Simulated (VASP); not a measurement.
Input of a VASP 6.6.1 run:

The input INCAR:

```
  ALGO = Normal
  EDIFF = 1E-7
  ENCUT = 520
  GGA = PE
  ISIF = 2
  ISMEAR = 0
  LASPH = True
  LCHARG = False
  LREAL = False
  LWAVE = False
  NBANDS = 32
  NELM = 80
  PREC = Accurate
  SIGMA = 0.1
```

Contents of KPOINTS:

```
k-points
0
Gamma
  4 4 8
```

The input POSCAR:

```
GaP2
1.0
    6.1561607100      0.0000000000      0.0000000000
    0.0000000000      6.1561607100      0.0000000000
    0.0000000000      0.0000000000      2.2573686800
Ga P
2 4
Direct
    0.0000000000      0.0000000000      0.0000000000
    0.5000000000      0.5000000000      0.0000000000
    0.1767953900      0.3232046100      0.0000000000
    0.3232046100      0.8232046100      0.0000000000
    0.8232046100      0.6767953900      0.0000000000
    0.6767953900      0.1767953900      0.0000000000
```

Potentials or basis: VASP PAW PBE potentials, release 64 (Ga_d, P).

The run is started by

```bash
$ cat potpaw_PBE.64/Ga_d/POTCAR potpaw_PBE.64/P/POTCAR > POTCAR
$ mpirun -np 1 vasp_std > vasp.out
```

What does it give for the band gap on the k mesh?

Zero (bands 23 and 24 overlap by 2.46 eV).

Predict the largest force.

1.466 eV/Å.

Stress tensor (GPa, compression positive):
```
35.09  0.00  0.00
 0.00 35.09  0.00
 0.00  0.00 37.02
```

Caveat: the cell stands under pressure; forces of over 1 eV/Å act on the atoms, so gaps and moduli don't describe the material at rest.
